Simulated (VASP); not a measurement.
# C (Im-3m) in VASP: notebook

The runs below take C through single point, with PBE.

Program: VASP 6.6.1. These are calculated values, not measurements. Logs are shortened: lines on timing, memory, paths and dates and some standing lists are left out, and cuts for length are marked.

### Step 1. The cell of the first run

The structure is cubic, space group Im-3m (No. 229). The conventional cell has a = 2.374 Å, b = 2.374 Å, c = 2.374 Å, α = 90.00°, β = 90.00°, γ = 90.00°. Within 2.7 Å of C (site symmetry m-3m) lie 14 C at 2.06 to 2.37 Å.

### Step 2. Single point, PBE

INCAR reads:

```
PREC = Accurate ; ENCUT = 520
EDIFF = 1E-7 ; ISMEAR = -1
SIGMA = 0.1 ; LREAL = False
LASPH = True ; NELM = 80
ALGO = Normal ; ISIF = 2
LWAVE = False ; LCHARG = True
GGA = PE ; LELF = True
LVHAR = True ; NBANDS = 8
```

KPOINTS reads:

```
regular mesh
0
Gamma
  18 18 18
```

POSCAR reads:

```
C
1.0
   -1.1871780774      1.1871780774      1.1871780774
    1.1871780774     -1.1871780774      1.1871780774
    1.1871780774      1.1871780774     -1.1871780774
C
1
Direct
    0.0000000000      0.0000000000      0.0000000000
```

Potentials or basis: VASP PAW PBE potentials, release 64 (C).

The run is started by

```console
$ cat potpaw_PBE.64/C/POTCAR > POTCAR
$ mpirun -np 1 vasp_std > vasp.out
```

OUTCAR:

```text
PREC = Accurate
   ENCUT = 520
   EDIFF = 1E-7
   ISMEAR = -1
   LREAL = False
   LASPH = True
   NELM = 80
   ISIF = 2
   GGA = PE

 ion  position               nearest neighbor table
   1  0.000  0.000  0.000-

  LATTYP: Found a body centered cubic cell.
 ALAT       =     2.3743561548

  Lattice vectors:

 A1 = (  -1.1871780774,   1.1871780774,   1.1871780774)
 A2 = (   1.1871780774,  -1.1871780774,   1.1871780774)
 A3 = (   1.1871780774,   1.1871780774,  -1.1871780774)

Analysis of symmetry for initial positions (statically):
=====================================================================
 Subroutine PRICEL returns:
 Original cell was already a primitive cell.

 Routine SETGRP: Setting up the symmetry group for a
 body centered cubic supercell.

 Subroutine GETGRP returns: Found 48 space group operations
 (whereof 48 operations were pure point group operations)
 out of a pool of 48 trial point group operations.

The static configuration has the point symmetry O_h .

Analysis of symmetry for dynamics (positions and initial velocities):
=====================================================================
 Subroutine PRICEL returns:
 Original cell was already a primitive cell.

 Routine SETGRP: Setting up the symmetry group for a
 body centered cubic supercell.

 Subroutine GETGRP returns: Found 48 space group operations
 (whereof 48 operations were pure point group operations)
 out of a pool of 48 trial point group operations.

The dynamic configuration has the point symmetry O_h .

 Subroutine INISYM returns: Found 48 space group operations
 (whereof 48 operations are pure point group operations),
 and found     1 'primitive' translations

----------------------------------------------------------------------------------------

                                     Primitive cell

  volume of cell :       6.6928

  direct lattice vectors                    reciprocal lattice vectors
    -1.187178077  1.187178077  1.187178077     0.000000000  0.421166807  0.421166807
     1.187178077 -1.187178077  1.187178077     0.421166807  0.000000000  0.421166807
     1.187178077  1.187178077 -1.187178077     0.421166807  0.421166807  0.000000000

  length of vectors
     2.056252748  2.056252748  2.056252748     0.595619810  0.595619810  0.595619810

  position of ions in fractional coordinates (direct lattice)
     0.000000000  0.000000000  0.000000000

  ion indices of the primitive-cell ions
   primitive index   ion index
                 1           1

----------------------------------------------------------------------------------------

 KPOINTS: regular mesh

Automatic generation of k-mesh.
 Grid dimensions read from file:
 generate k-points for:   18   18   18

 Generating k-lattice:

  Cartesian coordinates                     Fractional coordinates (reciprocal lattice)
     0.000000000  0.023398156  0.023398156     0.055555556  0.000000000  0.000000000
     0.023398156  0.000000000  0.023398156     0.000000000  0.055555556  0.000000000
     0.023398156  0.023398156  0.000000000     0.000000000  0.000000000  0.055555556

  Length of vectors
     0.033089989  0.033089989  0.033089989

  Shift w.r.t. Gamma in fractional coordinates (k-lattice)
     0.000000000  0.000000000  0.000000000

 Subroutine IBZKPT returns following result:
 ===========================================

 Found    195 irreducible k-points:

 Following reciprocal coordinates:
            Coordinates               Weight
  0.000000  0.000000  0.000000      1.000000
  0.055556  0.000000  0.000000     12.000000
  0.111111  0.000000  0.000000     12.000000
  0.166667  0.000000  0.000000     12.000000
  0.222222  0.000000  0.000000     12.000000
  0.277778  0.000000  0.000000     12.000000
[... 16 lines left out ...]
  0.333333  0.111111  0.000000     48.000000
  0.388889  0.111111  0.000000     48.000000
 [... further k-points ...]
   k-points           NKPTS =    195   k-points in BZ     NKDIM =    195   number of bands    NBANDS=      8
   number of dos      NEDOS =    301   number of ions     NIONS =      1
   total plane-waves  NPLWV =   4096
   dimension x,y,z NGX =    16 NGY =   16 NGZ =   16
   dimension x,y,z NGXF=    32 NGYF=   32 NGZF=   32
   ions per type =               1
   NGX,Y,Z   is equivalent  to a cutoff of  12.94, 12.94, 12.94 a.u.
   NGXF,Y,Z  is equivalent  to a cutoff of  25.87, 25.87, 25.87 a.u.
 SYSTEM =  unknown system
   PREC   = accura    normal or accurate (medium, high low for compatibility)
   ISTART =      0    job   : 0-new  1-cont  2-samecut
   ICHARG =      2    charge: 1-file 2-atom 10-const
   ISPIN  =      1    spin polarized calculation?
   LNONCOLLINEAR =      F non collinear calculations
   LSORBIT =      F    spin-orbit coupling
   LASPH  =      T    aspherical Exc in radial PAW
   ENCUT  =  520.0 eV  38.22 Ry    6.18 a.u.   3.82  3.82  3.82*2*pi/ulx,y,z
   NELM   =     80;   NELMIN=  2; NELMDL= -5     # of ELM steps
   EDIFF  = 0.1E-06   stopping-criterion for ELM
   LREAL  =      F    real-space projection
   EDIFFG = 0.1E-05   stopping-criterion for IOM
   NSW    =      0    number of steps for IOM
   IBRION =     -1    ionic relax: 0-MD 1-quasi-New 2-CG
   NFREE  =      0    steps in history (QN), initial steepest desc. (CG)
   ISIF   =      2    stress and relaxation
   ISYM   =      2    0-nonsym 1-usesym 2-fastsym
   POTIM  = 0.5000    time-step for ionic-motion
   TEBEG  =    0.0;   TEEND  =   0.0 temperature during run
   PSTRESS=    0.0 pullay stress
   NELECT =       4.0000    total number of electrons
   NUPDOWN=      -1.0000    fix difference up-down
   EMIN   =  10.00;   EMAX   =-10.00  energy-range for DOS
   EFERMI =   0.00;   METHOD = LEGACY
   ISMEAR =    -1;   SIGMA  =   0.10  broadening in eV -4-tet -1-fermi 0-gaus
   EFERMI_NEDOS =   21; number of points for ismear=-14 and -15
   IALGO  =     38    algorithm
   IMIX   =      4    mixing-type and parameters
     AMIX     =   0.40;   BMIX     =  1.00
     AMIX_MAG =   1.60;   BMIX_MAG =  1.00
  volume/ion in A,a.u.               =       6.69        45.17
  Fermi-wavevector in a.u.,A,eV,Ry     =   1.378983  2.605900 25.872765  1.901595
  Thomas-Fermi vector in A             =   2.503995
   LORBIT       =      0    0 simple, 1 ext, 2 COOP (PROOUT), +10 PAW based schemes
   GGA     = PE    functional components
   LHFCALC =     F    Hartree Fock is set to
   AEXX    =    0.0000 exact exchange contribution
   IVDW    =     0    specifies the selected vdW correction
   LEPSILON=     F    determine dielectric tensor
   LRPA    =     F    only Hartree local field effects (RPA)
 non-spin polarized calculation
  energy-cutoff  :      520.00
  volume of cell :        6.69
 maximum number of plane-waves:       189
   NGX =  7   NGY =  7   NGZ =  7

 number of electron       4.0000000 magnetization

 Free energy of the ion-electron system (eV)
  ---------------------------------------------------
  ext. energy  EPLUGINS =         0.00000000
  ---------------------------------------------------
  free energy    TOTEN  =        -4.88051463 eV

  energy without entropy =       -4.86938777  energy(sigma->0) =       -4.87495120

 E-fermi :   8.5003     XC(G=0): -13.1161

 val. band max:        8.4868579686   @ k =  -0.3889  -0.4444   0.0556
 cond. band min:       8.5065335527   @ k =   0.2778   0.2778   0.1667
 fundamental gap:      0.0196755841
 Fermi energy:         8.5002671004

 k-point     1 :       0.0000    0.0000    0.0000
  band No.  band energies     occupation
      1     -11.1109      2.00000
      2      17.5331      0.00000
      3      17.5331      0.00000
      4      17.5331      0.00000
      5      41.6821      0.00000
      6      41.6821      0.00000
      7      41.6821      0.00000
      8      43.8325      0.00000

 k-point     2 :       0.0556    0.0000    0.0000
  band No.  band energies     occupation
      1     -10.9729      2.00000
      2      17.1939      0.00000
      3      17.3403      0.00000
      4      17.4942      0.00000
      5      40.6251      0.00000
      6      40.6851      0.00000
      7      42.1688      0.00000
      8      43.8456      0.00000

 k-point     3 :       0.1111    0.0000    0.0000
  band No.  band energies     occupation
      1     -10.5589      2.00000
      2      16.1896      0.00000
      3      16.8137      0.00000
      4      17.3797      0.00000
      5      37.9474      0.00000
      6      38.8029      0.00000
      7      43.5743      0.00000
      8      43.8026      0.00000

 k-point     4 :       0.1667    0.0000    0.0000
  band No.  band energies     occupation
      1      -9.8704      2.00000
      2      14.5717      0.00000
      3      16.0772      0.00000
      4      17.2008      0.00000
      5      35.4184      0.00000
      6      36.9092      0.00000
      7      43.0871      0.00000
      8      43.8070      0.00000

 k-point     5 :       0.2222    0.0000    0.0000
  band No.  band energies     occupation
      1      -8.9094      2.00000
      2      12.4514      0.00000
      3      15.2665      0.00000
      4      16.9764      0.00000
      5      33.4703      0.00000
      6      35.2268      0.00000
      7      42.8514      0.00000
      8      43.7769      0.00000

 k-point     6 :       0.2778    0.0000    0.0000
  band No.  band energies     occupation
      1      -7.6796      2.00000
      2       9.9956      0.00000
      3      14.4898      0.00000
      4      16.7332      0.00000
      5      32.0820      0.00000
      6      33.8205      0.00000
      7      43.0714      0.00000
      8      43.7423      0.00000

 k-point     7 :       0.3333    0.0000    0.0000
  band No.  band energies     occupation
      1      -6.1865      2.00000
      2       7.3768      1.99997
      3      13.8236      0.00000
      4      16.4997      0.00000
      5      31.1454      0.00000
      6      32.7146      0.00000
      7      43.6760      0.00000
      8      43.7047      0.00000

 k-point     8 :       0.3889    0.0000    0.0000
  band No.  band energies     occupation
      1      -4.4385      2.00000
      2       4.7373      2.00000
      3      13.3179      0.00000
      4      16.3075      0.00000
      5      30.5538      0.00000
      6      31.9198      0.00000
      7      43.6707      0.00000
      8      44.5314      0.00000

 k-point     9 :       0.4444    0.0000    0.0000
  band No.  band energies     occupation
      1      -2.4491      2.00000
      2       2.1802      2.00000
      3      13.0034      0.00000
      4      16.1814      0.00000
      5      30.2293      0.00000
      6      31.4414      0.00000
      7      43.6417      0.00000
      8      45.3714      0.00000

 k-point    10 :       0.5000    0.0000    0.0000
  band No.  band energies     occupation
      1      -0.3494      2.00000
      2      -0.1139      2.00000
      3      12.8969      0.00000
      4      16.1375      0.00000
      5      30.1261      0.00000
      6      31.2817      0.00000
      7      43.6455      0.00000
      8      45.7490      0.00000
[... 78 lines left out ...]
 k-point    18 :       0.4444    0.0556   -0.0000
  band No.  band energies     occupation
      1      -1.2727      2.00000
      2       1.0498      2.00000
      3      12.6152      0.00000
      4      15.8428      0.00000
      5      30.4156      0.00000
      6      31.6904      0.00000
      7      43.2628      0.00000
      8      45.6440      0.00000

 k-point    19 :       0.1111    0.1111    0.0000
  band No.  band energies     occupation
      1      -9.4580      2.00000
      2      14.0304      0.00000
      3      15.5444      0.00000
      4      16.7303      0.00000
      5      34.9040      0.00000
      6      35.9435      0.00000
      7      42.6747      0.00000
      8      43.3329      0.00000

 k-point    20 :       0.1667    0.1111    0.0000
  band No.  band energies     occupation
      1      -8.4986      2.00000
      2      12.3316      0.00000
      3      14.4090      0.00000
      4      16.3738      0.00000
      5      33.5553      0.00000
      6      34.7840      0.00000
      7      42.5436      0.00000
      8      43.5410      0.00000

 k-point    21 :       0.2222    0.1111    0.0000
  band No.  band energies     occupation
      1      -7.2709      2.00000
      2      10.1401      0.00000
      3      13.3899      0.00000
      4      16.0328      0.00000
      5      32.5446      0.00000
      6      33.9289      0.00000
      7      42.3068      0.00000
      8      44.0849      0.00000

 k-point    22 :       0.2778    0.1111    0.0000
  band No.  band energies     occupation
      1      -5.7808      2.00000
      2       7.6493      1.99960
      3      12.5932      0.00000
      4      15.7207      0.00000
      5      31.8381      0.00000
      6      33.3240      0.00000
      7      42.2056      0.00000
      8      44.6366      0.00000

 k-point    23 :       0.3333    0.1111    0.0000
  band No.  band energies     occupation
      1      -4.0371      2.00000
      2       5.0710      2.00000
      3      12.0210      0.00000
      4      15.4685      0.00000
      5      31.3687      0.00000
      6      32.9310      0.00000
      7      42.2254      0.00000
      8      45.1628      0.00000

 k-point    24 :       0.3889    0.1111    0.0000
  band No.  band energies     occupation
      1      -2.0534      2.00000
      2       2.5443      2.00000
      3      11.6753      0.00000
      4      15.3048      0.00000
      5      31.0963      0.00000
      6      32.7143      0.00000
      7      42.2876      0.00000
      8      45.6061      0.00000

 [... further k-points ...]

------------------------ aborting loop because EDIFF is reached ----------------------------------------

  FORCE on cell =-STRESS in cart. coord.  units (eV):
  Direction    XX          YY          ZZ          XY          YZ          ZX
  --------------------------------------------------------------------------------------
  -------------------------------------------------------------------------------------
  Total        0.0047495      0.0047495      0.0047495     -0.0000000      0.0000000     -0.0000000
  in kB        1.1369698      1.1369698      1.1369698     -0.0000000      0.0000000     -0.0000000
  external PRESSURE =       1.1369698 kB  Pullay stress =       0.0000000 kB

 VOLUME and BASIS-vectors are now :
 -----------------------------------------------------------------------------
  energy-cutoff  :      520.00
  volume of cell :        6.69
      direct lattice vectors                 reciprocal lattice vectors
    -1.187178077  1.187178077  1.187178077     0.000000000  0.421166807  0.421166807
     1.187178077 -1.187178077  1.187178077     0.421166807  0.000000000  0.421166807
     1.187178077  1.187178077 -1.187178077     0.421166807  0.421166807  0.000000000

 POSITION                                       TOTAL-FORCE (eV/Angst)
 -----------------------------------------------------------------------------------
      0.00000      0.00000      0.00000         0.000000     -0.000000     -0.000000
 -----------------------------------------------------------------------------------
    total drift:                                0.000000      0.000000     -0.000000

  FREE ENERGIE OF THE ION-ELECTRON SYSTEM (eV)
  ---------------------------------------------------
  free  energy   TOTEN  =        -4.8805146335 eV

  energy  without entropy=       -4.8693877714  energy(sigma->0) =       -4.87495120
```

Run time: 3.4 s. Hardware: 1 thread of Intel Xeon Platinum 8488C (Sapphire Rapids), shared host; peak memory 0.11 GiB.

What came out:

```
Free energy            : -4.8805 eV
Pressure               : 0.1 GPa
Band gap on the k mesh : zero (band 2 reaches 17.53 eV, above the bottom of band 3 at 3.44 eV)
```

Levels at points of the mesh, in eV from the Fermi level:
| k point | band 1 | band 2 | band 3 | band 4 | band 5 | band 6 | band 7 |
| --- | --- | --- | --- | --- | --- | --- | --- |
| (0.00, 0.00, 0.00) | -19.61 | 9.03 | 9.03 | 9.03 | 33.18 | 33.18 | 33.18 |
| (0.50, 0.00, 0.00) | -8.85 | -8.61 | 4.40 | 7.64 | 21.63 | 22.78 | 35.15 |
| (0.50, 0.50, 0.50) | -1.57 | -1.57 | -1.57 | 0.54 | 11.96 | 11.96 | 43.49 |

### Step 3. Single point, PBE (volume scaled by 0.88)

INCAR reads:

```
SYSTEM = C
PREC = Accurate ; ENCUT = 520
EDIFF = 1E-6 ; ISMEAR = -1
SIGMA = 0.1 ; LREAL = .False.
LASPH = .True. ; NELM = 100
ALGO = Normal ; ISIF = 2
LWAVE = .False. ; LCHARG = .False.
GGA = PE ; NBANDS = 8
```

KPOINTS reads:

```
Automatic mesh
0
Gamma
  21 21 21
  0 0 0
```

POSCAR reads:

```
C
1.0
   -1.1376537228      1.1376537228      1.1376537228
    1.1376537228     -1.1376537228      1.1376537228
    1.1376537228      1.1376537228     -1.1376537228
C
1
Direct
    0.0000000000      0.0000000000      0.0000000000
```

Potentials or basis: VASP PAW PBE potentials, release 64 (C).

The run is started by

```console
$ cat potpaw_PBE.64/C/POTCAR > POTCAR
$ mpirun -np 1 vasp_std > vasp.out
```

OUTCAR:

```text
SYSTEM = C
   PREC = Accurate
   ENCUT = 520
   EDIFF = 1E-6
   ISMEAR = -1
   LREAL = .False.
   LASPH = .True.
   NELM = 100
   ISIF = 2
   GGA = PE

 ion  position               nearest neighbor table
   1  0.000  0.000  0.000-

  LATTYP: Found a body centered cubic cell.
 ALAT       =     2.2753074456

  Lattice vectors:

 A1 = (  -1.1376537228,   1.1376537228,   1.1376537228)
 A2 = (   1.1376537228,  -1.1376537228,   1.1376537228)
[... 440 lines left out ...]
      6      37.9974      0.00000
      7      46.6969      0.00000
      8      49.5346      0.00000

 [... further k-points ...]

------------------------ aborting loop because EDIFF is reached ----------------------------------------

  FORCE on cell =-STRESS in cart. coord.  units (eV):
  Direction    XX          YY          ZZ          XY          YZ          ZX
  --------------------------------------------------------------------------------------
  -------------------------------------------------------------------------------------
  Total        1.1250632      1.1250632      1.1250632      0.0000000     -0.0000000      0.0000000
  in kB      306.0534084    306.0534084    306.0534084      0.0000000     -0.0000000      0.0000000
  external PRESSURE =     306.0534084 kB  Pullay stress =       0.0000000 kB

 VOLUME and BASIS-vectors are now :
 -----------------------------------------------------------------------------
  energy-cutoff  :      520.00
  volume of cell :        5.89
      direct lattice vectors                 reciprocal lattice vectors
    -1.137653723  1.137653723  1.137653723     0.000000000  0.439501045  0.439501045
     1.137653723 -1.137653723  1.137653723     0.439501045  0.000000000  0.439501045
     1.137653723  1.137653723 -1.137653723     0.439501045  0.439501045  0.000000000

 POSITION                                       TOTAL-FORCE (eV/Angst)
 -----------------------------------------------------------------------------------
      0.00000      0.00000      0.00000         0.000000     -0.000000      0.000000
 -----------------------------------------------------------------------------------
    total drift:                                0.000000     -0.000000     -0.000000

  FREE ENERGIE OF THE ION-ELECTRON SYSTEM (eV)
  ---------------------------------------------------
  free  energy   TOTEN  =        -4.8116912434 eV

  energy  without entropy=       -4.8012029059  energy(sigma->0) =       -4.80644707
```

It took 4.7 s on 1 thread of Intel Xeon Platinum 8488C (Sapphire Rapids), shared host; peak memory 0.11 GiB.

What came out:

| Quantity | Value |
| --- | --- |
| Free energy | -4.8117 eV |
| Pressure | 30.6 GPa |
| Band gap on the k mesh | zero (band 2 reaches 20.65 eV, above the bottom of band 3 at 4.80 eV) |
